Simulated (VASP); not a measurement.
Input of a VASP 6.6.1 run:

INCAR

```
  ALGO = Fast
  EDIFF = 1E-6
  ENCUT = 520
  GGA = PE
  ISIF = 2
  ISMEAR = 0
  ISPIN = 2
  LASPH = True
  LCHARG = True
  LELF = True
  LMAXMIX = 4
  LORBIT = 11
  LREAL = False
  LVHAR = True
  LWAVE = False
  MAGMOM = 1.99
  NBANDS = 14
  NELM = 150
  PREC = Accurate
  SIGMA = 0.05
```

The input KPOINTS:

```
k-points
0
Gamma
  20 20 20
```

POSCAR

```
Co
1.0
   -1.4047453212      1.4047453212      1.4047453212
    1.4047453212     -1.4047453212      1.4047453212
    1.4047453212      1.4047453212     -1.4047453212
Co
1
Direct
    0.0000000000      0.0000000000      0.0000000000
```

Potentials or basis: VASP PAW PBE potentials, release 64 (Co).

The run is started by

```console
$ cat potpaw_PBE.64/Co/POTCAR > POTCAR
$ mpirun -np 1 vasp_std > vasp.out
```

Question: What does it give for the site moments?

Answer: Co +1.75 μB.

Question: What does it give for the net moment?

Answer: 1.72 μB per cell.

Question: Predict the pressure.

Answer: -1.0 GPa.
